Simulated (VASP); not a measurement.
# S: single point with PBEsol

The system is S.

```
S
1.0
     2.14171    0.00000    0.00000
     0.00000    2.14171    0.00000
     0.00000    0.00000    2.14171
S
1
Direct
  0.00000 0.00000 0.00000
```

This isn't the form of S at room conditions, which is orthorhombic, of S8 rings.

```json
{
 "Program": "VASP 6.6.1",
 "Task": "single point",
 "Functional": "PBEsol",
 "Potentials or basis": "VASP PAW PBE potentials, release 64 (S)",
 "Cutoff": "520 eV",
 "k mesh": "16 × 16 × 16",
 "Occupations": "fermi-dirac, width 0.05 eV",
 "Spin": "no spin polarisation",
 "Dipole correction": "no",
 "Further INCAR settings": "ALGO = Normal; EDIFF = 1e-06; NBANDS = 9"
}
```

* Pressure: 102.3 GPa
* Band gap on the k mesh: zero (bands 3 and 4 overlap by 10.79 eV)

Levels at points of the mesh, in eV from the Fermi level:
| k point | band 1 | band 2 | band 3 | band 4 | band 5 | band 6 |
| --- | --- | --- | --- | --- | --- | --- |
| (0.00, 0.00, 0.00) | -24.41 | 3.05 | 3.05 | 3.05 | 4.90 | 4.90 |
| (0.50, 0.00, 0.00) | -18.61 | -14.82 | 6.76 | 6.76 | 8.20 | 14.79 |
| (0.50, 0.50, 0.00) | -12.26 | -10.37 | -10.37 | -2.57 | 10.21 | 18.09 |
| (0.50, 0.50, 0.50) | -6.33 | -6.33 | -6.33 | -4.03 | 2.22 | 2.22 |

Wall time 7.5 s on 1 thread of Intel Xeon 8259CL, on a shared host, peak memory 0.12 GiB.

Caveat: the cell stands under pressure; the PAW data sets were made with another functional, which shifts forces and pressure a little.
